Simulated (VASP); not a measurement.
Runs of VASP 6.6.1 on AlGa2P3. The structure is that of space group P3m1 (No. 156), or close to it. The cells are those of the table. 

| level | cell | smearing | gap on the mesh (eV) | pressure (GPa) | largest force (eV/Å) |
| --- | --- | --- | --- | --- | --- |
| PBE | a = 3.895, b = 3.895, c = 9.537 Å, angles 90.0, 90.0, 120.0°, 6 atoms | fermi-dirac 0.02 eV | (b) | 0.0 | 0.01 |
| PBE | a = 3.861, b = 3.861, c = 9.459 Å, angles 90.0, 90.0, 120.0°, 6 atoms | fermi-dirac 0.02 eV | (a) | 2.0 | 0.07 |
| r2SCAN | a = 3.861, b = 3.861, c = 9.459 Å, angles 90.0, 90.0, 120.0°, 6 atoms | fermi-dirac 0.02 eV | 1.88 | -0.1 | 0.02 |
| r2SCAN | a = 3.861, b = 3.861, c = 9.459 Å, angles 90.0, 90.0, 120.0°, 6 atoms | gaussian 0.01 eV | 1.88 | -0.1 | 0.02 |

Alike in all rows: task single point; potentials or basis VASP PAW PBE potentials, release 64 (Al, Ga_d, P); no spin polarisation; k mesh 12 × 12 × 4; cutoff (eV) 520.

**Question.** Fill in the values left out.

**Answer.** (a) 1.60; (b) 1.65.

Caveats: the PAW data sets were made with another functional, which shifts forces and pressure a little (some runs).

A k mesh can miss the band edges, and the runs leave out spin-orbit coupling on Ga.
